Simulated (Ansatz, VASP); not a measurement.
# HfO2 in VASP and in Ansatz

```xyz
24
Lattice="5.0378 0.0000 0.0000 0.0000 9.9722 0.0000 0.0000 0.0000 5.2024" Properties=species:S:1:pos:R:3 pbc="T T T"
Hf    3.8006    1.1510    2.4186
Hf    1.2817    3.8351    2.7838
Hf    3.7561    8.8211    5.0198
Hf    1.2372    6.1371    0.1826
Hf    1.2372    8.8211    2.7838
Hf    3.7561    6.1371    2.4186
Hf    1.2817    1.1510    0.1826
Hf    3.8006    3.8351    5.0198
O     5.0254    4.7582    1.3595
O     2.5066    0.2279    3.8428
O     2.5312    5.2140    3.9607
O     0.0123    9.7443    1.2416
O     0.0123    5.2140    3.8428
O     2.5312    9.7443    1.3595
O     2.5066    4.7582    1.2416
O     5.0254    0.2279    3.9607
O     3.1526    2.8866    3.2592
O     0.6337    2.0995    1.9431
O     4.4040    7.0856    0.6580
O     1.8851    7.8726    4.5443
O     1.8851    7.0856    1.9431
O     4.4040    7.8726    3.2592
O     0.6337    2.8866    4.5443
O     3.1526    2.0995    0.6580
```

Alike in both runs: task electric field gradients; functional PBE; k mesh 5 × 3 × 5; occupations fermi-dirac, width 0.02 eV; no spin polarisation.

|  | VASP | Ansatz |
| --- | --- | --- |
| version | VASP 6.6.1 | Ansatz 0.2.0 |
| potentials or method | VASP PAW PBE potentials, release 64 (Hf_pv, O) | plane-wave PAW, scalar-relativistic |
| plane-wave cutoff (eV) | 520 | 420 |
| valence electrons in the cell | 176 | 304 |

VASP gave:

| Item | Value |
| --- | --- |
| gap on the k mesh at the Fermi level (eV) | 4.30 |
| pressure (GPa) | 6.4 |
| traceless stress, the component that is largest in VASP (GPa) | -0.13 |
| rms of the force components (eV/Å) | 0.023 |
| size of Vzz on the site where it differs most (V/Å²) | 96.6 |

Question: Estimate Ansatz's values.

Answer: gap on the k mesh at the Fermi level (eV): 4.35; pressure (GPa): 9.8; traceless stress, the component that is largest in VASP (GPa): -0.22; rms of the force components (eV/Å): 0.042; size of Vzz on the site where it differs most (V/Å²): 110.5.

Atom by atom the forces differ by 0.024 eV/Å (rms over components). VASP's potentials hold 176 valence electrons a cell and Ansatz's 304, so a difference there can come from the potentials and not from the codes.

Spin-orbit coupling is off throughout.
